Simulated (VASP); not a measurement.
# Au (Cmcm) in VASP: notebook

Runs on Au. Level: r2SCAN. Tasks: single point.

Program: VASP 6.6.1. These are calculated values, not measurements. Logs are shortened: lines on timing, memory, paths and dates and some standing lists are left out, and cuts for length are marked.

**1. The cell of the first run**

It takes space group Cmcm (No. 63, orthorhombic). Conventional cell: a = 2.597 Å, b = 4.703 Å, c = 4.502 Å, α = 90.00°, β = 90.00°, γ = 90.00°. Au (site symmetry m2m) has 12 Au at 2.60 to 2.74 Å within 3.4 Å.

**2. Single point, r2SCAN (strain -0.080 along x and y, -0.080 along z)**

Contents of POSCAR:

```
Au
1.0
    1.2984051678     -2.3514583830      0.0000000000
    1.2984051678      2.3514583830      0.0000000000
    0.0000000000      0.0000000000      4.5017160412
Au
2
Direct
    0.6653279700      0.3346720300      0.2500000000
    0.3346720300      0.6653279700      0.7500000000
```

Contents of INCAR.step1:

```
SYSTEM = Au
PREC = Accurate ; ENCUT = 520
ISMEAR = 0 ; SIGMA = 0.15
LREAL = .False. ; LASPH = .True.
NELM = 100 ; NBANDS = 18
GGA = PE ; ALGO = Normal
EDIFF = 1E-4 ; LWAVE = .True.
LCHARG = .False.
```

Contents of INCAR.step2:

```
SYSTEM = Au
PREC = Accurate ; ENCUT = 520
EDIFF = 1E-6 ; ISMEAR = 0
SIGMA = 0.15 ; LREAL = .False.
LASPH = .True. ; NELM = 100
ALGO = Normal ; ISIF = 2
LWAVE = .False. ; LCHARG = .False.
METAGGA = R2SCAN ; LMIXTAU = .True.
NBANDS = 18 ; ISTART = 1
```

Contents of KPOINTS:

```
Automatic mesh
0
Gamma
  20 20 10
  0 0 0
```

Potentials or basis: VASP PAW PBE potentials, release 64 (Au).

The run is started by

```console
> cat potpaw_PBE.64/Au/POTCAR > POTCAR
> cp INCAR.step1 INCAR
> mpirun -np 1 vasp_std > vasp.out
> cp INCAR.step2 INCAR
> mpirun -np 1 vasp_std > vasp.out
```

OUTCAR:

```text
SYSTEM = Au
   PREC = Accurate
   ENCUT = 520
   EDIFF = 1E-6
   ISMEAR = 0
   LREAL = .False.
   LASPH = .True.
   NELM = 100
   ISIF = 2
   METAGGA = R2SCAN
   ISTART = 1

 ion  position               nearest neighbor table
   1  0.665  0.335  0.250-   2 2.72   2 2.72   2 2.72   2 2.72   2 2.74   2 2.74
   2  0.335  0.665  0.750-   1 2.72   1 2.72   1 2.72   1 2.72   1 2.74   1 2.74

  LATTYP: Found a base centered orthorhombic cell.
 ALAT       =     2.5968103356
 B/A-ratio  =     1.8110359088
 C/A-ratio  =     1.7335559627

  Lattice vectors:

 A1 = (   1.2984051678,  -2.3514583830,   0.0000000000)
 A2 = (   1.2984051678,   2.3514583830,   0.0000000000)
 A3 = (   0.0000000000,   0.0000000000,   4.5017160412)

Analysis of symmetry for initial positions (statically):
=====================================================================
 Subroutine PRICEL returns:
 Original cell was already a primitive cell.

 Routine SETGRP: Setting up the symmetry group for a
 base centered orthorhombic supercell.

 Subroutine GETGRP returns: Found  8 space group operations
 (whereof  4 operations were pure point group operations)
 out of a pool of  8 trial point group operations.

The static configuration has the point symmetry C_2h.
 The point group associated with its full space group is D_2h.

Analysis of symmetry for dynamics (positions and initial velocities):
=====================================================================
 Subroutine PRICEL returns:
 Original cell was already a primitive cell.

 Routine SETGRP: Setting up the symmetry group for a
 base centered orthorhombic supercell.

 Subroutine GETGRP returns: Found  8 space group operations
 (whereof  4 operations were pure point group operations)
 out of a pool of  8 trial point group operations.

The dynamic configuration has the point symmetry C_2h.
 The point group associated with its full space group is D_2h.

 Subroutine INISYM returns: Found  8 space group operations
 (whereof  4 operations are pure point group operations),
 and found     1 'primitive' translations

----------------------------------------------------------------------------------------

                                     Primitive cell

  volume of cell :      27.4888

  direct lattice vectors                    reciprocal lattice vectors
     1.298405168 -2.351458383  0.000000000     0.385087808 -0.212633999  0.000000000
     1.298405168  2.351458383  0.000000000     0.385087808  0.212633999  0.000000000
     0.000000000  0.000000000  4.501716041     0.000000000  0.000000000  0.222137512

  length of vectors
     2.686114761  2.686114761  4.501716041     0.439892984  0.439892984  0.222137512
[... 82 lines left out ...]
   LREAL  =      F    real-space projection
   EDIFFG = 0.1E-04   stopping-criterion for IOM
   NSW    =      0    number of steps for IOM
   IBRION =     -1    ionic relax: 0-MD 1-quasi-New 2-CG
   NFREE  =      0    steps in history (QN), initial steepest desc. (CG)
   ISIF   =      2    stress and relaxation
   ISYM   =      2    0-nonsym 1-usesym 2-fastsym
   POTIM  = 0.5000    time-step for ionic-motion
   TEBEG  =    0.0;   TEEND  =   0.0 temperature during run
   PSTRESS=    0.0 pullay stress
   NELECT =      22.0000    total number of electrons
   NUPDOWN=      -1.0000    fix difference up-down
   EMIN   =  10.00;   EMAX   =-10.00  energy-range for DOS
   EFERMI =   0.00;   METHOD = LEGACY
   ISMEAR =     0;   SIGMA  =   0.15  broadening in eV -4-tet -1-fermi 0-gaus
   EFERMI_NEDOS =   21; number of points for ismear=-14 and -15
   IALGO  =     38    algorithm
   IMIX   =      4    mixing-type and parameters
     AMIX     =   0.40;   BMIX     =  1.00
     AMIX_MAG =   1.60;   BMIX_MAG =  1.00
  volume/ion in A,a.u.               =      13.74        92.75
  Fermi-wavevector in a.u.,A,eV,Ry     =   1.519954  2.872297 31.433008  2.310261
  Thomas-Fermi vector in A             =   2.628870
   LORBIT       =      0    0 simple, 1 ext, 2 COOP (PROOUT), +10 PAW based schemes
   METAGGA = R2SCAN    functional components
   LHFCALC =     F    Hartree Fock is set to
   AEXX    =    0.0000 exact exchange contribution
   IVDW    =     0    specifies the selected vdW correction
   LEPSILON=     F    determine dielectric tensor
   LRPA    =     F    only Hartree local field effects (RPA)
 non-spin polarized calculation
 Gauss-broadening in eV      SIGMA  =   0.15
  energy-cutoff  :      520.00
  volume of cell :       27.49
 maximum number of plane-waves:       754
   NGX =  9   NGY =  9   NGZ = 17

 number of electron      22.0000001 magnetization

 Free energy of the ion-electron system (eV)
  ---------------------------------------------------
  ext. energy  EPLUGINS =         0.00000000
  ---------------------------------------------------
  free energy    TOTEN  =       -99.72926856 eV

  energy without entropy =      -99.72311657  energy(sigma->0) =      -99.72619257

 E-fermi :  13.3979     XC(G=0): -15.2026

 val. band max:       13.3962341850   @ k =   0.5000   0.3500   0.2000
 cond. band min:      13.4259061890   @ k =   0.5000   0.4000   0.4000
 fundamental gap:      0.0296720040
 Fermi energy:        13.3978610245

 k-point     1 :       0.0000    0.0000    0.0000
  band No.  band energies     occupation
      1       0.6498      2.00000
      2       3.2829      2.00000
      3       6.6301      2.00000
      4       6.7081      2.00000
      5       7.2372      2.00000
      6       7.5799      2.00000
[... 481 lines left out ...]
      5       7.3147      2.00000
      6       7.3573      2.00000
[... 10 lines left out ...]
     17      30.3759      0.00000
     18      31.5810      0.00000

 [... further k-points ...]

------------------------ aborting loop because EDIFF is reached ----------------------------------------

  FORCE on cell =-STRESS in cart. coord.  units (eV):
  Direction    XX          YY          ZZ          XY          YZ          ZX
  --------------------------------------------------------------------------------------
  -------------------------------------------------------------------------------------
  Total       15.0426853     12.7851042     12.4278135      0.0000000     -0.0000000      0.0000000
  in kB      876.7591922    745.1766337    724.3520342      0.0000000     -0.0000000      0.0000000
  external PRESSURE =     782.0959534 kB  Pullay stress =       0.0000000 kB

 VOLUME and BASIS-vectors are now :
 -----------------------------------------------------------------------------
  energy-cutoff  :      520.00
  volume of cell :       27.49
      direct lattice vectors                 reciprocal lattice vectors
     1.298405168 -2.351458383  0.000000000     0.385087808 -0.212633999  0.000000000
     1.298405168  2.351458383  0.000000000     0.385087808  0.212633999  0.000000000
     0.000000000  0.000000000  4.501716041     0.000000000  0.000000000  0.222137512

 POSITION                                       TOTAL-FORCE (eV/Angst)
 -----------------------------------------------------------------------------------
      1.29841     -0.77752      1.12543         0.000000      0.104218     -0.000000
      1.29841      0.77752      3.37629         0.000000     -0.104218      0.000000
 -----------------------------------------------------------------------------------
    total drift:                                0.000000     -0.000000     -0.000000

  FREE ENERGIE OF THE ION-ELECTRON SYSTEM (eV)
  ---------------------------------------------------
  free  energy   TOTEN  =       -99.7292685616 eV

  energy  without entropy=      -99.7231165699  energy(sigma->0) =      -99.72619257
```

OUTCAR.step1:

```text
SYSTEM = Au
   PREC = Accurate
   ENCUT = 520
   ISMEAR = 0
   LREAL = .False.
   LASPH = .True.
[... 729 lines left out ...]
      1.29841     -0.77752      1.12543         0.000000      0.109975      0.000000
      1.29841      0.77752      3.37629         0.000000     -0.109975     -0.000000
 -----------------------------------------------------------------------------------
    total drift:                                0.000000     -0.000000     -0.000000

  FREE ENERGIE OF THE ION-ELECTRON SYSTEM (eV)
  ---------------------------------------------------
  free  energy   TOTEN  =        -4.8116772514 eV

  energy  without entropy=       -4.8052993173  energy(sigma->0) =       -4.80848828
```

Wall time 14 min (1 thread of Intel Xeon Platinum 8488C (Sapphire Rapids), shared host); peak memory 0.37 GiB.

What came out:

```
Free energy            : -99.7293 eV
Pressure               : 78.2 GPa
Largest force          : 0.104 eV/Å
Band gap on the k mesh : zero (bands 11 and 12 overlap by 8.47 eV)
```

Forces on the atoms (eV/Å):
```
Au   0.000  0.104  0.000
Au   0.000 -0.104  0.000
```

Caveat: the cell differs from its parent crystal (strain -0.080 along x and y, -0.080 along z); the stress differs along the axes, from 72 to 88 GPa; the PAW data sets were made with another functional, which shifts forces and pressure a little; spin-orbit coupling is left out, which moves the levels of the heavy elements.

**3. Single point, r2SCAN (strain -0.080 along x and y, -0.040 along z)**

POSCAR: that of step 2 with these lines changed.

```diff
@@ -4,3 +4,3 @@
     1.2984051678      2.3514583830      0.0000000000
-    0.0000000000      0.0000000000      4.5017160412
+    0.0000000000      0.0000000000      4.6974428256
 Au
```

Contents of INCAR.step1:

```
ALGO = Normal
EDIFF = 1E-4
ENCUT = 520
GGA = PE
ISMEAR = 0
LASPH = True
LCHARG = False
LREAL = False
LWAVE = True
NBANDS = 18
NELM = 100
PREC = Accurate
SIGMA = 0.15
```

Contents of INCAR.step2:

```
ALGO = Normal
EDIFF = 1E-6
ENCUT = 520
ISIF = 2
ISMEAR = 0
ISTART = 1
LASPH = True
LCHARG = False
LMIXTAU = True
LREAL = False
LWAVE = False
METAGGA = R2SCAN
NBANDS = 18
NELM = 100
PREC = Accurate
SIGMA = 0.15
```

Contents of KPOINTS:

```
k-points
0
Gamma
  20 20 10
```

Potentials or basis: VASP PAW PBE potentials, release 64 (Au).

The run is started by

```console
> cat potpaw_PBE.64/Au/POTCAR > POTCAR
> cp INCAR.step1 INCAR
> mpirun -np 1 vasp_std > vasp.out
> cp INCAR.step2 INCAR
> mpirun -np 1 vasp_std > vasp.out
```

OUTCAR:

```text
EDIFF = 1E-6
   ENCUT = 520
   ISIF = 2
   ISMEAR = 0
   ISTART = 1
   LASPH = True
   LREAL = False
   METAGGA = R2SCAN
   NELM = 100
   PREC = Accurate

 ion  position               nearest neighbor table
   1  0.665  0.335  0.250-   2 2.80   2 2.80   2 2.80   2 2.80   2 2.82   2 2.82
   2  0.335  0.665  0.750-   1 2.80   1 2.80   1 2.80   1 2.80   1 2.82   1 2.82

  LATTYP: Found a base centered orthorhombic cell.
 ALAT       =     2.5968103356
 B/A-ratio  =     1.8110359088
[... 697 lines left out ...]
------------------------ aborting loop because EDIFF is reached ----------------------------------------

  FORCE on cell =-STRESS in cart. coord.  units (eV):
  Direction    XX          YY          ZZ          XY          YZ          ZX
  --------------------------------------------------------------------------------------
  -------------------------------------------------------------------------------------
  Total       13.0996820     10.4502010      8.2128370      0.0000000      0.0000000      0.0000000
  in kB      731.6987334    583.7087408    458.7380410      0.0000000      0.0000000      0.0000000
  external PRESSURE =     591.3818384 kB  Pullay stress =       0.0000000 kB

 VOLUME and BASIS-vectors are now :
 -----------------------------------------------------------------------------
  energy-cutoff  :      520.00
  volume of cell :       28.68
      direct lattice vectors                 reciprocal lattice vectors
     1.298405168 -2.351458383  0.000000000     0.385087808 -0.212633999  0.000000000
     1.298405168  2.351458383  0.000000000     0.385087808  0.212633999  0.000000000
     0.000000000  0.000000000  4.697442826     0.000000000  0.000000000  0.212881782

 POSITION                                       TOTAL-FORCE (eV/Angst)
 -----------------------------------------------------------------------------------
      1.29841     -0.77752      1.17436         0.000000      0.052018     -0.000000
      1.29841      0.77752      3.52308         0.000000     -0.052018      0.000000
 -----------------------------------------------------------------------------------
    total drift:                                0.000000      0.000000     -0.000000

  FREE ENERGIE OF THE ION-ELECTRON SYSTEM (eV)
  ---------------------------------------------------
  free  energy   TOTEN  =      -100.1644244311 eV

  energy  without entropy=     -100.1578897976  energy(sigma->0) =     -100.16115711
```

OUTCAR.step1:

```text
EDIFF = 1E-4
   ENCUT = 520
   GGA = PE
   ISMEAR = 0
   LASPH = True
[... 728 lines left out ...]
 -----------------------------------------------------------------------------------
      1.29841     -0.77752      1.17436         0.000000      0.057478     -0.000000
      1.29841      0.77752      3.52308         0.000000     -0.057478      0.000000
 -----------------------------------------------------------------------------------
    total drift:                                0.000000      0.000000     -0.000000

  FREE ENERGIE OF THE ION-ELECTRON SYSTEM (eV)
  ---------------------------------------------------
  free  energy   TOTEN  =        -5.2695916708 eV

  energy  without entropy=       -5.2631626316  energy(sigma->0) =       -5.26637715
```

Run time: 14 min. Hardware: 1 thread of Intel Xeon Platinum 8488C (Sapphire Rapids), shared host; peak memory 0.38 GiB.

Results:

| Quantity | Value |
| --- | --- |
| Free energy | -100.1644 eV |
| Pressure | 59.1 GPa |
| Largest force | 0.052 eV/Å |
| Band gap on the k mesh | zero (bands 11 and 12 overlap by 8.35 eV) |

Forces on the atoms (eV/Å):
```
Au   0.000  0.052  0.000
Au   0.000 -0.052  0.000
```

Caveat: the cell differs from its parent crystal (strain -0.080 along x and y, -0.040 along z); the stress differs along the axes, from 46 to 73 GPa; the PAW data sets were made with another functional, which shifts forces and pressure a little; spin-orbit coupling is left out, which moves the levels of the heavy elements.

The gap in the log of VASP goes by the Fermi energy; the results here count the filled bands.